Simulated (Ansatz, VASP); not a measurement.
NaB in VASP and in Ansatz

```xyz
2
Lattice="0.0000 2.6839 2.6839 2.6839 0.0000 2.6839 2.6839 2.6839 0.0000" Properties=species:S:1:pos:R:3 pbc="T T T"
Na    0.0000    0.0000    0.0000
B     2.6839    2.6839    2.6839
```

Alike in both runs: task relaxation of cell and atoms; functional PBEsol; k mesh 9 × 9 × 9; no spin polarisation.

|  | VASP | Ansatz |
| --- | --- | --- |
| version | VASP 6.6.1 | Ansatz 0.2.0 |
| potentials or method | VASP PAW PBE potentials, release 64 (Na_pv, B) | plane waves, PAW |
| plane-wave cutoff (eV) | 600 | 420 |
| occupations | fermi-dirac, width 0.1 eV | fermi-dirac |
| valence electrons in the cell | 10 | 12 |

VASP gave:

| Quantity | Value |
| --- | --- |
| relaxed volume (Å³/atom) | 18.69 |
| relaxed cell length with the largest relative difference (Å) | 3.753 |

Question: Which values does Ansatz return?

Answer: Relaxed volume (Å³/atom): 18.64; relaxed cell length with the largest relative difference (Å): 3.750.

VASP's potentials were made for PBE, not for PBEsol. VASP's potentials hold 10 valence electrons a cell and Ansatz's 12, so a difference there can come from the potentials and not from the codes.
